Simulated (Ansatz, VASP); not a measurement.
## Two plane-wave programs on InSI

```
In S I
1.0
     4.76123    0.00000    0.00000
    -2.38062    4.12335    0.00000
     0.00000    0.00000    5.25446
In S I
1 1 1
Cartesian
  2.3806 1.3744 2.6272
  0.0000 0.0000 0.0000
  0.0000 2.7489 2.6272
```

Change from the starting cell: species swapped into the SrGaGe type (P-6m2, No. 187).

Alike in both runs: task single point; functional PBE; k mesh 6 × 6 × 4; occupations gaussian, width 0.1 eV; no spin polarisation.

```csv
,VASP,Ansatz
version,VASP 6.6.1,Ansatz 0.2.0
potentials or method,"VASP PAW PBE potentials, release 64 (In_d, S, I), cutoff 520 eV","scalar-relativistic, plane waves, PAW"
valence electrons in the cell,26,36
```

Ansatz gave:

| Property | Result |
| --- | --- |
| gap on the k mesh at the Fermi level (eV) | none |
| pressure (GPa) | 2.3 |
| traceless stress, the component that is largest in VASP (GPa) | -9.53 |

**Question.** What did VASP give for the same quantities?

**Answer.** gap on the k mesh at the Fermi level (eV): none; pressure (GPa): 2.3; traceless stress, the component that is largest in VASP (GPa): -9.50.

A gap of «none» marks a metal or a gap that the smearing closes. VASP's potentials hold 26 valence electrons a cell and Ansatz's 36, so a difference there can come from the potentials and not from the codes.

Neither program's run includes spin-orbit coupling.
